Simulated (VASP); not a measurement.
# Mg3B2 (I4/mmm) in VASP: notebook, part 2 of 2

VASP 6.6.1. Earlier steps stand in the parts before.

### 6 Relaxation of cell and atoms, PBE

This run uses another cell than the first one, of 18.04 Å³/atom.

The input, INCAR:

```
SYSTEM = Mg3B2
PREC     = Accurate       ! precision mode
ENCUT    = 600            ! plane-wave cutoff, eV
EDIFF    = 1E-6           ! SCF threshold, eV
ISMEAR   = 0              ! smearing method
SIGMA    = 0.1            ! smearing width, eV
LREAL    = .FALSE.        ! projectors in reciprocal space
LASPH    = .TRUE.         ! aspherical terms in the spheres
NELM     = 60             ! most SCF steps
ALGO     = Fast           ! electronic algorithm
ISIF     = 3              ! what is computed and relaxed
LWAVE    = .FALSE.        ! write WAVECAR
LCHARG   = .FALSE.        ! write CHGCAR
GGA      = PE             ! functional
IBRION   = 2              ! ionic algorithm
NSW      = 100            ! ionic steps
EDIFFG   = -0.01          ! ionic threshold
```

The input, KPOINTS:

```
Automatic mesh
0
G
  10 10 10
  0 0 0
```

The input, POSCAR:

```
Mg3B2
1.0
   -2.7400089154      2.7400089154      3.0033292468
    2.7400089154     -2.7400089154      3.0033292468
    2.7400089154      2.7400089154     -3.0033292468
Mg B
3 2
Direct
    0.5000000000      0.0000000000      0.5000000000
    0.0000000000      0.5000000000      0.5000000000
    0.0000000000      0.0000000000      0.0000000000
    0.6317883714      0.6317883714      0.0000000000
    0.3682116286      0.3682116286      0.0000000000
```

Potentials or basis: VASP PAW PBE potentials, release 64 (Mg, B).

On the command line:

```sh
cat potpaw_PBE.64/Mg/POTCAR potpaw_PBE.64/B/POTCAR > POTCAR
mpirun -np 1 vasp_std > vasp.out
```

OUTCAR:

```text
SYSTEM = Mg3B2
   PREC = Accurate
   ENCUT = 600
   EDIFF = 1E-6
   ISMEAR = 0
   LREAL = .FALSE.
   LASPH = .TRUE.
   NELM = 60
   ISIF = 3
   GGA = PE
   IBRION = 2
   NSW = 100
   EDIFFG = -0.01

 ion  position               nearest neighbor table
   1  0.500  0.000  0.500-   3 2.74   3 2.74   5 2.85   4 2.85   5 2.85   4 2.85   2 3.00   2 3.00

   2  0.000  0.500  0.500-   3 2.74   3 2.74   5 2.85   4 2.85   4 2.85   5 2.85   1 3.00   1 3.00

   3  0.000  0.000  0.000-   4 2.21   5 2.21   1 2.74   2 2.74   2 2.74   1 2.74
   4  0.632  0.632  0.000-   5 1.58   3 2.21   1 2.85   2 2.85   1 2.85   2 2.85
   5  0.368  0.368  0.000-   4 1.58   3 2.21   2 2.85   1 2.85   1 2.85   2 2.85

  LATTYP: Found a body centered tetragonal cell.
 ALAT       =     5.4800178308
 C/A-ratio  =     1.0961019980

  Lattice vectors:

 A1 = (  -2.7400089154,   2.7400089154,   3.0033292468)
 A2 = (   2.7400089154,  -2.7400089154,   3.0033292468)
 A3 = (   2.7400089154,   2.7400089154,  -3.0033292468)

Analysis of symmetry for initial positions (statically):
=====================================================================
 Subroutine PRICEL returns:
 Original cell was already a primitive cell.

 Routine SETGRP: Setting up the symmetry group for a
 body centered tetragonal supercell.

 Subroutine GETGRP returns: Found 16 space group operations
 (whereof 16 operations were pure point group operations)
 out of a pool of 16 trial point group operations.

The static configuration has the point symmetry D_4h.

Analysis of symmetry for dynamics (positions and initial velocities):
=====================================================================
 Subroutine PRICEL returns:
 Original cell was already a primitive cell.

 Routine SETGRP: Setting up the symmetry group for a
 body centered tetragonal supercell.

 Subroutine GETGRP returns: Found 16 space group operations
 (whereof 16 operations were pure point group operations)
 out of a pool of 16 trial point group operations.

The dynamic configuration has the point symmetry D_4h.
[... 146 lines left out ...]

 number of electron      12.0000000 magnetization

 Free energy of the ion-electron system (eV)
  ---------------------------------------------------
  ext. energy  EPLUGINS =         0.00000000
  ---------------------------------------------------
  free energy    TOTEN  =       -13.54703263 eV

  energy without entropy =      -13.53493078  energy(sigma->0) =      -13.54098171

------------------------ aborting loop because EDIFF is reached ----------------------------------------

  FORCE on cell =-STRESS in cart. coord.  units (eV):
  Direction    XX          YY          ZZ          XY          YZ          ZX
  --------------------------------------------------------------------------------------
  -------------------------------------------------------------------------------------
  Total        0.0236517      0.0236517     -0.0102147      0.0000000     -0.0000000      0.0000000
  in kB        0.4201521      0.4201521     -0.1814555      0.0000000     -0.0000000      0.0000000
  external PRESSURE =       0.2196163 kB  Pullay stress =       0.0000000 kB
[... 65 lines left out ...]
--------------------------------------- Ionic step        3  -------------------------------------------

 number of electron      12.0000000 magnetization

 Free energy of the ion-electron system (eV)
  ---------------------------------------------------
  ext. energy  EPLUGINS =         0.00000000
  ---------------------------------------------------
  free energy    TOTEN  =       -13.54704937 eV

  energy without entropy =      -13.53493589  energy(sigma->0) =      -13.54099263

 E-fermi :   2.6490     XC(G=0):  -8.8478

 val. band max:        2.6391681054   @ k =  -0.3000   0.3000   0.3000
 cond. band min:       2.6546485211   @ k =  -0.2000  -0.3000   0.2000
 fundamental gap:      0.0154804156
 Fermi energy:         2.6489604353

 k-point     1 :       0.0000    0.0000    0.0000
  band No.  band energies     occupation
      1      -6.6791      2.00000
      2      -1.5401      2.00000
      3      -0.4018      2.00000
      4       1.2342      2.00000
      5       1.2342      2.00000
      6       3.5813      0.00000
      7       3.6114      0.00000
      8       3.6114      0.00000
      9       4.1040      0.00000
     10       4.1040      0.00000
[... 287 lines left out ...]
 k-point    24 :       0.4000    0.3000    0.0000
  band No.  band energies     occupation
      1      -5.8140      2.00000
      2      -2.6386      2.00000
      3      -1.7751      2.00000
      4       0.1019      2.00000
      5       0.3122      2.00000
      6       2.4006      1.99956
      7       3.7552      0.00000
      8       4.3743      0.00000
      9       4.8775      0.00000
     10       5.5923      0.00000

 [... further k-points ...]

------------------------ aborting loop because EDIFF is reached ----------------------------------------

  FORCE on cell =-STRESS in cart. coord.  units (eV):
  Direction    XX          YY          ZZ          XY          YZ          ZX
  --------------------------------------------------------------------------------------
  -------------------------------------------------------------------------------------
  Total        0.0208812      0.0208812      0.0221218      0.0000000     -0.0000000      0.0000000
  in kB        0.3708727      0.3708727      0.3929073      0.0000000     -0.0000000      0.0000000
  external PRESSURE =       0.3782176 kB  Pullay stress =       0.0000000 kB
[... 20 lines left out ...]
  FREE ENERGIE OF THE ION-ELECTRON SYSTEM (eV)
  ---------------------------------------------------
  free  energy   TOTEN  =       -13.5470493693 eV

  energy  without entropy=      -13.5349358920  energy(sigma->0) =      -13.54099263

 reached required accuracy - stopping structural energy minimisation
```

OSZICAR:

```text
N       E                     dE             d eps       ncg     rms          rms(c)
DAV:   1     0.216490653166E+02    0.21649E+02   -0.48600E+03  2040   0.104E+03
DAV:   2    -0.140068485507E+02   -0.35656E+02   -0.34395E+02  2820   0.122E+02
DAV:   3    -0.165613361768E+02   -0.25545E+01   -0.24928E+01  2544   0.340E+01
DAV:   4    -0.166060397984E+02   -0.44704E-01   -0.44523E-01  2794   0.445E+00
[... 15 lines left out ...]
RMM:   4    -0.135470290616E+02    0.16068E-06   -0.24549E-06  1497   0.121E-02
   2 F= -.13547029E+02 E0= -.13540967E+02  d E =0.356945E-05
       N       E                     dE             d eps       ncg     rms          rms(c)
DAV:   1    -0.135470591146E+02   -0.29892E-04   -0.95889E-04  2200   0.247E-01    0.144E-02
RMM:   2    -0.135470497149E+02    0.93997E-05   -0.28264E-05  2041   0.354E-02    0.567E-03
RMM:   3    -0.135470493693E+02    0.34560E-06   -0.64891E-06  1902   0.165E-02
   3 F= -.13547049E+02 E0= -.13540993E+02  d E =-.167382E-04
```

CONTCAR:

```text
Mg3B2
   1.00000000000000
    -2.7403083264594796    2.7403083264594796    3.0031875100819141
     2.7403083264594796   -2.7403083264594796    3.0031875100819141
     2.7403083264594796    2.7403083264594796   -3.0031875100819141
  Mg              B
     3     2
Direct
     0.5000000000000000    0.0000000000000000    0.5000000000000000
     0.0000000000000000    0.5000000000000000    0.5000000000000000
     0.0000000000000000    0.0000000000000000    0.0000000000000000
     0.6316956437544191    0.6316956437544191    0.0000000000000000
     0.3683043562455809    0.3683043562455809    0.0000000000000000

  0.00000000E+00  0.00000000E+00  0.00000000E+00
  0.00000000E+00  0.00000000E+00  0.00000000E+00
  0.00000000E+00  0.00000000E+00  0.00000000E+00
  0.00000000E+00  0.00000000E+00  0.00000000E+00
  0.00000000E+00  0.00000000E+00  0.00000000E+00
```

It took 85 s on 1 thread of Intel Xeon 6975P-C (Granite Rapids), shared host; peak memory 0.34 GiB.

What came out:

```
Free energy                           : -13.5470 eV
Relaxed volume                        : 18.04 Å³/atom
Relaxed cell                          : a = 4.903 Å, b = 4.903 Å, c = 4.903 Å, α = 112.04°, β = 112.04°, γ = 104.45°
Space group after relaxing (to 0.1 Å) : I4/mmm (No. 139)
Energy gained by relaxing             : 0.0 meV/atom
Ionic steps                           : 3
Pressure after relaxing               : 0.0 GPa
Largest force after relaxing          : 0.004 eV/Å
Band gap on the k mesh                : zero (bands 6 and 7 overlap by 1.32 eV)
```

Forces in eV/Å, atoms in the order of the input:
```
Mg   0.000  0.000  0.000
Mg   0.000  0.000  0.000
Mg   0.000  0.000  0.000
B    0.000  0.000  0.004
B    0.000  0.000 -0.004
```

Final structure:
```xyz
5
Lattice="-2.7403 2.7403 3.0032 2.7403 -2.7403 3.0032 2.7403 2.7403 -3.0032" Properties=species:S:1:pos:R:3 pbc="T T T"
Mg    0.0000    2.7403    0.0000
Mg    2.7403    0.0000    0.0000
Mg    0.0000    0.0000    0.0000
B     0.0000    0.0000    3.7942
B     0.0000    0.0000    2.2122
```

### 7 Overview

```csv
task,cell,k mesh,cutoff (eV),gap on the mesh (eV),pressure (GPa),relaxed volume (Å³/atom),largest force (eV/Å)
single point,"a = 4.936 Å, angles 128.4, 128.4, 75.9°, 5 atoms, atomic positions A",6 × 6 × 6,520,none,21.5,-,1.45
single point,"a = 4.903 Å, angles 112.0, 112.0, 104.4°, 5 atoms, atomic positions B",6 × 6 × 6,520,none,0.0,-,0.01
relaxation of cell and atoms,"relaxed from a = 4.936 Å, angles 128.4, 128.4, 75.9°, 5 atoms, atomic positions A",6 × 6 × 6,600,none,-0.1,18.06,0.02
single point,"a = 4.906 Å, angles 112.0, 112.0, 104.5°, 5 atoms, atomic positions B",10 × 10 × 10,520,none,0.0,-,0.01
relaxation of cell and atoms,"relaxed from a = 4.903 Å, angles 112.0, 112.0, 104.4°, 5 atoms, atomic positions B",10 × 10 × 10,600,none,0.0,18.04,-
```

Alike in all rows: level PBE; potentials or basis VASP PAW PBE potentials, release 64 (Mg, B); no spin polarisation; smearing gaussian 0.1 eV.

Caveats: the cell stands under pressure (at least some runs); forces of over 1 eV/Å act on the atoms, so gaps and moduli don't describe the material at rest (at least some runs); the volume moved by over 15 % at a fixed basis, so the end points are rough (at least some runs).

Total energies depend on the potentials used, so only differences within one code and one set of settings carry meaning.
